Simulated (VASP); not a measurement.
# CrGe4Mo (Cmmm) in VASP: a series of runs

CrGe4Mo is run at these levels: PBE; tasks: single point.

Program: VASP 6.6.1. These are calculated values, not measurements. Logs are shortened: lines on timing, memory, paths and dates and some standing lists are left out, and cuts for length are marked.

## (1) The cell of the first run

Symmetry: Cmmm, No. 65, orthorhombic system. Conventional cell: a = 4.656 Å, b = 8.186 Å, c = 4.654 Å, α = 90.00°, β = 90.00°, γ = 90.00°. Within 3.5 Å of Cr (site symmetry mmm) lie 10 Ge at 2.67 to 2.77 Å and 4 Mo at 3.29 Å. Ge (site symmetry m2m) has 9 Ge at 2.65 to 3.29 Å and 2 Mo at 2.68 Å and 3 Cr at 2.68 to 2.77 Å within 3.5 Å. Ge (site symmetry m2m) has 9 Ge at 2.62 to 3.29 Å and 2 Cr at 2.67 Å and 3 Mo at 2.67 to 2.78 Å within 3.5 Å. Within 3.5 Å of Mo (site symmetry mmm) lie 10 Ge at 2.67 to 2.78 Å and 4 Cr at 3.29 Å.

## (2) Single point, PBE

INCAR reads:

```
SYSTEM = CrGe4Mo
ALGO = Normal
EDIFF = 1E-6
ENCUT = 520
GGA = PE
ISIF = 2
ISMEAR = 0
LASPH = .True.
LCHARG = .False.
LREAL = .False.
LWAVE = .False.
NBANDS = 50
NELM = 80
PREC = Accurate
SIGMA = 0.1
```

KPOINTS reads:

```
k-points
0
Gamma
  10 10 8
  0 0 0
```

POSCAR reads:

```
CrGe4Mo
1.0
    2.3277634374     -4.0928126573      0.0000000000
    2.3277634374      4.0928126573      0.0000000000
    0.0000000000      0.0000000000      4.6537340974
Cr Ge Mo
1 4 1
Direct
    0.0000000000      0.0000000000      0.0000000000
    0.6619036709      0.3380963291      0.0000000000
    0.1599667418      0.8400332582      0.5000000000
    0.3380963291      0.6619036709      0.0000000000
    0.8400332582      0.1599667418      0.5000000000
    0.5000000000      0.5000000000      0.5000000000
```

Potentials or basis: VASP PAW PBE potentials, release 64 (Cr_pv, Ge_d, Mo_sv).

Launch:

```
$ cat potpaw_PBE.64/Cr_pv/POTCAR potpaw_PBE.64/Ge_d/POTCAR potpaw_PBE.64/Mo_sv/POTCAR > POTCAR
$ mpirun -np 1 vasp_std > vasp.out
```

OUTCAR:

```text
SYSTEM = CrGe4Mo
   EDIFF = 1E-6
   ENCUT = 520
   GGA = PE
   ISIF = 2
   ISMEAR = 0
   LASPH = .True.
   LREAL = .False.
   NELM = 80
   PREC = Accurate

 ion  position               nearest neighbor table
   1  0.000  0.000  0.000-   3 2.67   5 2.67   3 2.67   5 2.67   2 2.68   4 2.68   2 2.68   4 2.68
                             4 2.77   2 2.77   6 3.29   6 3.29   6 3.29   6 3.29
   2  0.662  0.338  0.000-   4 2.65   6 2.68   6 2.68   1 2.68   1 2.68   4 2.74   4 2.74   5 2.75
                             5 2.75   1 2.77
   3  0.160  0.840  0.500-   5 2.62   1 2.67   1 2.67   6 2.67   6 2.67   4 2.75   4 2.75   5 2.76
                             5 2.76   6 2.78
   4  0.338  0.662  0.000-   2 2.65   6 2.68   6 2.68   1 2.68   1 2.68   2 2.74   2 2.74   3 2.75
                             3 2.75   1 2.77
   5  0.840  0.160  0.500-   3 2.62   1 2.67   1 2.67   6 2.67   6 2.67   2 2.75   2 2.75   3 2.76
                             3 2.76   6 2.78
   6  0.500  0.500  0.500-   3 2.67   5 2.67   3 2.67   5 2.67   2 2.68   4 2.68   2 2.68   4 2.68
                             3 2.78   5 2.78   1 3.29   1 3.29   1 3.29   1 3.29

  LATTYP: Found a base centered orthorhombic cell.
 ALAT       =     4.6555268748
 B/A-ratio  =     1.7582597061
 C/A-ratio  =     0.9996149142

  Lattice vectors:

 A1 = (   2.3277634374,  -4.0928126573,   0.0000000000)
 A2 = (   2.3277634374,   4.0928126573,   0.0000000000)
 A3 = (   0.0000000000,   0.0000000000,   4.6537340974)

Analysis of symmetry for initial positions (statically):
=====================================================================
 Subroutine PRICEL returns:
 Original cell was already a primitive cell.

 Routine SETGRP: Setting up the symmetry group for a
 base centered orthorhombic supercell.

 Subroutine GETGRP returns: Found  8 space group operations
 (whereof  8 operations were pure point group operations)
 out of a pool of  8 trial point group operations.

The static configuration has the point symmetry D_2h.

Analysis of symmetry for dynamics (positions and initial velocities):
=====================================================================
 Subroutine PRICEL returns:
 Original cell was already a primitive cell.

 Routine SETGRP: Setting up the symmetry group for a
 base centered orthorhombic supercell.

 Subroutine GETGRP returns: Found  8 space group operations
 (whereof  8 operations were pure point group operations)
 out of a pool of  8 trial point group operations.

The dynamic configuration has the point symmetry D_2h.

 Subroutine INISYM returns: Found  8 space group operations
 (whereof  8 operations are pure point group operations),
 and found     1 'primitive' translations

----------------------------------------------------------------------------------------

                                     Primitive cell

  volume of cell :      88.6732

  direct lattice vectors                    reciprocal lattice vectors
     2.327763437 -4.092812657  0.000000000     0.214798459 -0.122165377  0.000000000
     2.327763437  4.092812657  0.000000000     0.214798459  0.122165377  0.000000000
     0.000000000  0.000000000  4.653734097     0.000000000  0.000000000  0.214881207

  length of vectors
     4.708460265  4.708460265  4.653734097     0.247108797  0.247108797  0.214881207

  position of ions in fractional coordinates (direct lattice)
     0.000000000  0.000000000  0.000000000
     0.661903671  0.338096329  0.000000000
     0.159966742  0.840033258  0.500000000
     0.338096329  0.661903671  0.000000000
     0.840033258  0.159966742  0.500000000
     0.500000000  0.500000000  0.500000000

  ion indices of the primitive-cell ions
   primitive index   ion index
                 1           1
                 2           2
                 3           3
                 4           4
                 5           5
                 6           6

----------------------------------------------------------------------------------------

 KPOINTS: k-points

Automatic generation of k-mesh.
 Grid dimensions read from file:
 generate k-points for:   10   10    8

 Generating k-lattice:

  Cartesian coordinates                     Fractional coordinates (reciprocal lattice)
     0.021479846 -0.012216538  0.000000000     0.100000000  0.000000000  0.000000000
     0.021479846  0.012216538  0.000000000     0.000000000  0.100000000  0.000000000
     0.000000000  0.000000000  0.026860151     0.000000000  0.000000000  0.125000000

  Length of vectors
     0.024710880  0.024710880  0.026860151

  Shift w.r.t. Gamma in fractional coordinates (k-lattice)
     0.000000000  0.000000000  0.000000000

 Subroutine IBZKPT returns following result:
 ===========================================

 Found    155 irreducible k-points:

 Following reciprocal coordinates:
            Coordinates               Weight
  0.000000  0.000000  0.000000      1.000000
  0.100000  0.000000  0.000000      4.000000
  0.200000  0.000000  0.000000      4.000000
  0.300000  0.000000  0.000000      4.000000
  0.400000  0.000000  0.000000      4.000000
  0.500000  0.000000  0.000000      2.000000
[... 16 lines left out ...]
  0.300000  0.300000  0.000000      2.000000
  0.400000  0.300000  0.000000      4.000000
 [... further k-points ...]
   k-points           NKPTS =    155   k-points in BZ     NKDIM =    155   number of bands    NBANDS=     50
   number of dos      NEDOS =    301   number of ions     NIONS =      6
   total plane-waves  NPLWV =  46656
   dimension x,y,z NGX =    36 NGY =   36 NGZ =   36
   dimension x,y,z NGXF=    72 NGYF=   72 NGZF=   72
   ions per type =               1   4   1
   NGX,Y,Z   is equivalent  to a cutoff of  12.71, 12.71, 12.86 a.u.
   NGXF,Y,Z  is equivalent  to a cutoff of  25.42, 25.42, 25.72 a.u.
 SYSTEM =  CrGe4Mo
   PREC   = accura    normal or accurate (medium, high low for compatibility)
   ISTART =      0    job   : 0-new  1-cont  2-samecut
   ICHARG =      2    charge: 1-file 2-atom 10-const
   ISPIN  =      1    spin polarized calculation?
   LNONCOLLINEAR =      F non collinear calculations
   LSORBIT =      F    spin-orbit coupling
   LASPH  =      T    aspherical Exc in radial PAW
   ENCUT  =  520.0 eV  38.22 Ry    6.18 a.u.   8.75  8.75  8.65*2*pi/ulx,y,z
   NELM   =     80;   NELMIN=  2; NELMDL= -5     # of ELM steps
   EDIFF  = 0.1E-05   stopping-criterion for ELM
   LREAL  =      F    real-space projection
   EDIFFG = 0.1E-04   stopping-criterion for IOM
   NSW    =      0    number of steps for IOM
   IBRION =     -1    ionic relax: 0-MD 1-quasi-New 2-CG
   NFREE  =      0    steps in history (QN), initial steepest desc. (CG)
   ISIF   =      2    stress and relaxation
   ISYM   =      2    0-nonsym 1-usesym 2-fastsym
   POTIM  = 0.5000    time-step for ionic-motion
   TEBEG  =    0.0;   TEEND  =   0.0 temperature during run
   PSTRESS=    0.0 pullay stress
   NELECT =      82.0000    total number of electrons
   NUPDOWN=      -1.0000    fix difference up-down
   EMIN   =  10.00;   EMAX   =-10.00  energy-range for DOS
   EFERMI =   0.00;   METHOD = LEGACY
   ISMEAR =     0;   SIGMA  =   0.10  broadening in eV -4-tet -1-fermi 0-gaus
   EFERMI_NEDOS =   21; number of points for ismear=-14 and -15
   IALGO  =     38    algorithm
   IMIX   =      4    mixing-type and parameters
     AMIX     =   0.40;   BMIX     =  1.00
     AMIX_MAG =   1.60;   BMIX_MAG =  1.00
  volume/ion in A,a.u.               =      14.78        99.73
  Fermi-wavevector in a.u.,A,eV,Ry     =   1.594956  3.014030 34.611649  2.543884
  Thomas-Fermi vector in A             =   2.692950
   LORBIT       =      0    0 simple, 1 ext, 2 COOP (PROOUT), +10 PAW based schemes
   GGA     = PE    functional components
   LHFCALC =     F    Hartree Fock is set to
   AEXX    =    0.0000 exact exchange contribution
   IVDW    =     0    specifies the selected vdW correction
   LEPSILON=     F    determine dielectric tensor
   LRPA    =     F    only Hartree local field effects (RPA)
 non-spin polarized calculation
 Gauss-broadening in eV      SIGMA  =   0.10
  energy-cutoff  :      520.00
  volume of cell :       88.67
 maximum number of plane-waves:      2421
   NGX = 17   NGY = 17   NGZ = 17

 number of electron      82.0000033 magnetization

 Free energy of the ion-electron system (eV)
  ---------------------------------------------------
  ext. energy  EPLUGINS =         0.00000000
  ---------------------------------------------------
  free energy    TOTEN  =       -38.65757929 eV

  energy without entropy =      -38.65121910  energy(sigma->0) =      -38.65439919

 E-fermi :   9.8452     XC(G=0): -12.7169

 val. band max:        9.8332213932   @ k =  -0.3000   0.2000   0.0000
 cond. band min:       9.8608345824   @ k =   0.5000   0.4000   0.0000
 fundamental gap:      0.0276131892
 Fermi energy:         9.8451844719

 k-point     1 :       0.0000    0.0000    0.0000
  band No.  band energies     occupation
      1     -50.9643      2.00000
      2     -33.1148      2.00000
      3     -33.1087      2.00000
      4     -33.0397      2.00000
      5     -25.1410      2.00000
      6     -25.1316      2.00000
[... 42 lines left out ...]
     49      13.5284      0.00000
     50      13.7002      0.00000

 k-point     2 :       0.1000    0.0000    0.0000
  band No.  band energies     occupation
      1     -50.9643      2.00000
      2     -33.1148      2.00000
      3     -33.1087      2.00000
      4     -33.0398      2.00000
      5     -25.1416      2.00000
      6     -25.1316      2.00000
[... 42 lines left out ...]
     49      13.4044      0.00000
     50      13.9174      0.00000

 k-point     3 :       0.2000    0.0000    0.0000
  band No.  band energies     occupation
      1     -50.9643      2.00000
      2     -33.1148      2.00000
      3     -33.1089      2.00000
      4     -33.0398      2.00000
      5     -25.1431      2.00000
      6     -25.1317      2.00000
[... 42 lines left out ...]
     49      13.9640      0.00000
     50      14.1021      0.00000

 k-point     4 :       0.3000    0.0000    0.0000
  band No.  band energies     occupation
      1     -50.9642      2.00000
      2     -33.1148      2.00000
      3     -33.1090      2.00000
      4     -33.0399      2.00000
      5     -25.1449      2.00000
      6     -25.1317      2.00000
[... 999 lines left out ...]
 k-point    23 :       0.3000    0.3000    0.0000
  band No.  band energies     occupation
      1     -50.9641      2.00000
      2     -33.1147      2.00000
      3     -33.1092      2.00000
      4     -33.0401      2.00000
      5     -25.1463      2.00000
      6     -25.1316      2.00000
[... 42 lines left out ...]
     49      13.6161      0.00000
     50      14.2782      0.00000

 k-point    24 :       0.4000    0.3000    0.0000
  band No.  band energies     occupation
      1     -50.9641      2.00000
      2     -33.1147      2.00000
      3     -33.1091      2.00000
      4     -33.0402      2.00000
      5     -25.1449      2.00000
      6     -25.1315      2.00000
[... 42 lines left out ...]
     49      14.0995      0.00000
     50      14.4137      0.00000

 [... further k-points ...]
[... 5 lines left out ...]
  --------------------------------------------------------------------------------------
  -------------------------------------------------------------------------------------
  Total        0.1144793      0.1357102      0.1215814      0.0000000      0.0000000      0.0000000
  in kB        2.0684514      2.4520579      2.1967742      0.0000000      0.0000000      0.0000000
  external PRESSURE =       2.2390945 kB  Pullay stress =       0.0000000 kB

 VOLUME and BASIS-vectors are now :
 -----------------------------------------------------------------------------
  energy-cutoff  :      520.00
  volume of cell :       88.67
      direct lattice vectors                 reciprocal lattice vectors
     2.327763437 -4.092812657  0.000000000     0.214798459 -0.122165377  0.000000000
     2.327763437  4.092812657  0.000000000     0.214798459  0.122165377  0.000000000
     0.000000000  0.000000000  4.653734097     0.000000000  0.000000000  0.214881207

 POSITION                                       TOTAL-FORCE (eV/Angst)
 -----------------------------------------------------------------------------------
      0.00000      0.00000      0.00000         0.000000     -0.000000      0.000000
      2.32776     -1.32528      0.00000        -0.000000     -0.005129      0.000000
      2.32776      2.78338      2.32687        -0.000000      0.000930     -0.000000
      2.32776      1.32528      0.00000        -0.000000      0.005129     -0.000000
      2.32776     -2.78338      2.32687        -0.000000     -0.000930      0.000000
      2.32776      0.00000      2.32687        -0.000000     -0.000000      0.000000
 -----------------------------------------------------------------------------------
    total drift:                                0.000000     -0.000000      0.000000

  FREE ENERGIE OF THE ION-ELECTRON SYSTEM (eV)
  ---------------------------------------------------
  free  energy   TOTEN  =       -38.6575792867 eV

  energy  without entropy=      -38.6512191007  energy(sigma->0) =      -38.65439919
```

Run time: 6.9 min. Hardware: 1 thread of Intel Xeon 6975P-C (Granite Rapids), shared host; peak memory 0.64 GiB.

Results:

```yaml
Free_energy: -38.6576 eV
Pressure: 0.2 GPa
Largest_force: 0.005 eV/Å
Band_gap_on_the_k_mesh: zero (bands 41 and 42 overlap by 0.42 eV)
```

Forces on the atoms (eV/Å):
```
Cr   0.000  0.000  0.000
Ge   0.000 -0.005  0.000
Ge   0.000  0.001  0.000
Ge   0.000  0.005  0.000
Ge   0.000 -0.001  0.000
Mo   0.000  0.000  0.000
```

Caveat: the run has no spin polarisation, though such a crystal can be magnetic.

## (3) Single point, PBE

INCAR reads:

```
PREC = Accurate
ENCUT = 520
EDIFF = 1E-7
ISMEAR = 0
SIGMA = 0.1
LREAL = False
LASPH = True
NELM = 100
ALGO = Normal
ISIF = 2
LWAVE = False
LCHARG = False
GGA = PE
NBANDS = 50
```

KPOINTS reads:

```
Automatic mesh
0
Gamma
  10 10 8
```

POSCAR is that of step 2.

Potentials or basis: VASP PAW PBE potentials, release 64 (Cr_pv, Ge_d, Mo_sv).

Launch:

```
$ cat potpaw_PBE.64/Cr_pv/POTCAR potpaw_PBE.64/Ge_d/POTCAR potpaw_PBE.64/Mo_sv/POTCAR > POTCAR
$ mpirun -np 1 vasp_std > vasp.out
```

Run time: 7.1 min. Hardware: 1 thread of Intel Xeon 6975P-C (Granite Rapids), shared host; peak memory 0.64 GiB.

Results (log left out):

* Free energy: -38.6576 eV
* Pressure: 0.2 GPa
* Largest force: 0.005 eV/Å
* Band gap on the k mesh: zero (bands 41 and 42 overlap by 0.42 eV)

Forces in eV/Å, atoms in the order of the input:
```
Cr   0.000  0.000  0.000
Ge   0.000 -0.005  0.000
Ge   0.000  0.001  0.000
Ge   0.000  0.005  0.000
Ge   0.000 -0.001  0.000
Mo   0.000  0.000  0.000
```

Levels at points of the mesh, in eV from the Fermi level:
```csv
k point,band 39,band 40,band 41,band 42,band 43,band 44
"(0.00, 0.00, 0.00)",-1.65,-1.37,0.19,1.21,1.30,2.19
"(0.50, 0.00, 0.00)",-1.79,-1.29,-1.10,0.74,0.81,1.53
"(0.50, 0.50, 0.00)",-0.40,-0.39,-0.28,-0.21,0.21,1.20
"(0.00, 0.00, 0.50)",-1.75,-1.49,-1.21,1.13,1.76,1.98
"(0.50, 0.00, 0.50)",-1.45,-0.12,-0.12,1.06,1.29,2.27
"(0.50, 0.50, 0.50)",-1.04,-0.56,-0.38,0.21,0.58,0.68
```

Caveat: the run has no spin polarisation, though such a crystal can be magnetic. Spin polarisation is off, so any magnetic state and its effect on volume and gap are missing.
